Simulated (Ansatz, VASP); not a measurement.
**One calculation of Hf, two programs**

Contents of INCAR:

```
ALGO = Fast
EDIFF = 1E-6
EDIFFG = -0.005
ENCUT = 600
GGA = PE
IBRION = 2
ISIF = 3
ISMEAR = 0
LASPH = T
LCHARG = F
LREAL = F
LWAVE = F
NELM = 60
NSW = 100
PREC = Accurate
SIGMA = 0.1
```

File KPOINTS:

```
k-points
0
Gamma
  12 12 14
```

File POSCAR:

```
Hf
1.0
    4.9623295440      0.0000000000      0.0000000000
   -2.4811647720      4.2975034470      0.0000000000
    0.0000000000      0.0000000000      3.0862322500
Hf
3
Direct
    0.6666666700      0.3333333300      0.5000000000
    0.3333333300      0.6666666700      0.5000000000
    0.0000000000      0.0000000000      0.0000000000
```

Input for Ansatz:

```yaml
crystal:
  lattice:
    - [4.962329544, 0.0, 0.0]
    - [-2.481164772, 4.297503447, 0.0]
    - [0.0, 0.0, 3.08623225]
  atoms:
    - { symbol: Hf, position: [0.66666667, 0.33333333, 0.5] }
    - { symbol: Hf, position: [0.33333333, 0.66666667, 0.5] }
    - { symbol: Hf, position: [0.0, 0.0, 0.0] }
basis:
  ecutwfc: 420
kpoints:
  mp_grid: { grid: [12, 12, 14] }
hamiltonian:
  xc: pbe
scf:
  occupations: { method: gaussian, width: 0.1 }
output:
  forces: true
  stress: true
  eigenvalues: true
relax:
  adjacent_minimum: "off"
  f_tol: 0.005
  max_steps: 80
  cell: { stress_tol: 0.05 }
```

Alike in both runs: task relaxation of cell and atoms; functional PBE; k mesh 12 × 12 × 14; occupations gaussian, width 0.1 eV; no spin polarisation.

|  | VASP | Ansatz |
| --- | --- | --- |
| version | VASP 6.6.1 | Ansatz 0.2.0 |
| potentials or method | VASP PAW PBE potentials, release 64 (Hf_pv), cutoff 600 eV | scalar-relativistic, plane waves, PAW |
| valence electrons in the cell | 30 | 78 |

```csv
,VASP,Ansatz,Ansatz less VASP
"gap on the k mesh at the Fermi level, each at its own relaxed structure (eV)",none,none,-
relaxed volume (Å³/atom),22.22,22.32,+0.094
relaxed cell length with the largest relative difference (Å),4.985,4.994,+0.0088
```

A gap of «none» marks a metal or a gap that the smearing closes. VASP's potentials hold 30 valence electrons a cell and Ansatz's 78, so a difference there can come from the potentials and not from the codes.

Spin-orbit coupling is off throughout.
